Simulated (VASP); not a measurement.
Input of a VASP 6.6.1 run:

File INCAR:

```
ALGO = Normal ; EDIFF = 1E-6
ENCUT = 520 ; GGA = PE
ISIF = 2 ; ISMEAR = 0
LASPH = True ; LCHARG = False
LREAL = False ; LWAVE = False
NBANDS = 28 ; NELM = 100
PREC = Accurate ; SIGMA = 0.01
```

KPOINTS

```
k-points
0
Gamma
  4 4 4
```

POSCAR

```
BaTiO3
1.0
    3.9998000000      0.0000000000      0.0000000000
    0.0000000000      3.9998000000      0.0000000000
    0.0000000000      0.0000000000      4.0180000000
Ba Ti O
1 1 3
Direct
    0.0000000000      0.0000000000      0.0000000000
    0.5000000000      0.5000000000      0.4900000000
    0.5000000000      0.5000000000      0.0190000000
    0.5000000000      0.0000000000      0.5170000000
    0.0000000000      0.5000000000      0.5170000000
```

Potentials or basis: VASP PAW PBE potentials, release 64 (Ba_sv, Ti_sv, O).

Run with:

```bash
$ cat potpaw_PBE.64/Ba_sv/POTCAR potpaw_PBE.64/Ti_sv/POTCAR potpaw_PBE.64/O/POTCAR > POTCAR
$ mpirun -np 1 vasp_std > vasp.out
```

Predict the band gap on the k mesh.

1.76 eV, indirect (least direct gap 2.05 eV).

What does it give for the pressure?

4.2 GPa.

Forces on the atoms (eV/Å):
```
Ba   0.000  0.000  0.072
Ti   0.000  0.000 -0.199
O    0.000  0.000  0.305
O    0.000  0.000 -0.089
O    0.000  0.000 -0.089
```

Caveat: spin-orbit coupling is left out, which moves the levels of the heavy elements. A k mesh can miss the band edges.
